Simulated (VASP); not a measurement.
Input of a VASP 6.6.1 run:

The input POSCAR:

```
Ti
1.0
    3.0121458293      0.0000000000      0.0000000000
   -1.5060729146      2.6085948081      0.0000000000
    0.0000000000      0.0000000000      4.7622392051
Ti
2
Direct
    0.3333333333      0.6666666667      0.2500000000
    0.6666666667      0.3333333333      0.7500000000
```

File INCAR.step1:

```
  PREC = Accurate
  ENCUT = 550
  ISMEAR = -1
  SIGMA = 0.1
  LREAL = False
  LASPH = True
  NELM = 120
  NBANDS = 19
  GGA = PE
  ALGO = Normal
  EDIFF = 1E-5
  LWAVE = True
  LCHARG = False
  GGA_COMPAT = False
```

File INCAR.step2:

```
  PREC = Accurate
  ENCUT = 550
  EDIFF = 1E-6
  ISMEAR = -1
  SIGMA = 0.1
  LREAL = False
  LASPH = True
  NELM = 120
  ALGO = Normal
  ISIF = 2
  LWAVE = False
  LCHARG = False
  METAGGA = R2SCAN
  LMIXTAU = True
  NBANDS = 19
  ISTART = 1
  GGA_COMPAT = False
```

Contents of KPOINTS:

```
regular mesh
0
Gamma
  20 20 11
```

Potentials or basis: VASP PAW PBE potentials, release 64 (Ti_sv).

Run with:

```console
$ cat potpaw_PBE.64/Ti_sv/POTCAR > POTCAR
$ cp INCAR.step1 INCAR
$ mpirun -np 1 vasp_std > vasp.out
$ cp INCAR.step2 INCAR
$ mpirun -np 1 vasp_std > vasp.out
```

(1) What does it give for the band gap on the k mesh?

(2) Predict the pressure.

## Answers

(1) zero (bands 12 and 13 overlap by 1.24 eV).

(2) -7.5 GPa.

Caveat: the cell stands under tension; the PAW data sets were made with another functional, which shifts forces and pressure a little.
